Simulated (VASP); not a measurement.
Here is a VASP 6.6.1 calculation.

Contents of INCAR:

```
SYSTEM = ZnO
PREC = Accurate
ENCUT = 520
EDIFF = 1E-7
ISMEAR = -1
SIGMA = 0.08
LREAL = .FALSE.
LASPH = .TRUE.
NELM = 60
ALGO = Normal
ISIF = 2
LWAVE = .FALSE.
LCHARG = .FALSE.
GGA = PE
NBANDS = 26
```

The input KPOINTS:

```
Automatic mesh
0
G
  11 11 6
  0 0 0
```

The input POSCAR:

```
ZnO
1.0
    2.9433246558      0.0000000000      0.0000000000
   -1.4716623279      2.5489939235      0.0000000000
    0.0000000000      0.0000000000      5.0924583606
Zn O
2 2
Direct
    0.0000000000      0.0000000000      0.0000000000
    0.0000000000      0.0000000000      0.5000000000
    0.3333333333      0.6666666667      0.2500000000
    0.6666666667      0.3333333333      0.7500000000
```

Potentials or basis: VASP PAW PBE potentials, release 64 (Zn, O).

Launch:

```sh
$ cat potpaw_PBE.64/Zn/POTCAR potpaw_PBE.64/O/POTCAR > POTCAR
$ mpirun -np 1 vasp_std > vasp.out
```

Question: Predict the pressure.

Answer: 15.3 GPa.

Question: Estimate the band gap on the k mesh.

Answer: 0.86 eV.

Stress tensor (GPa, compression positive):
```
15.19  0.00  0.00
 0.00 15.19  0.00
 0.00  0.00 15.40
```

Caveat: the cell stands under pressure.
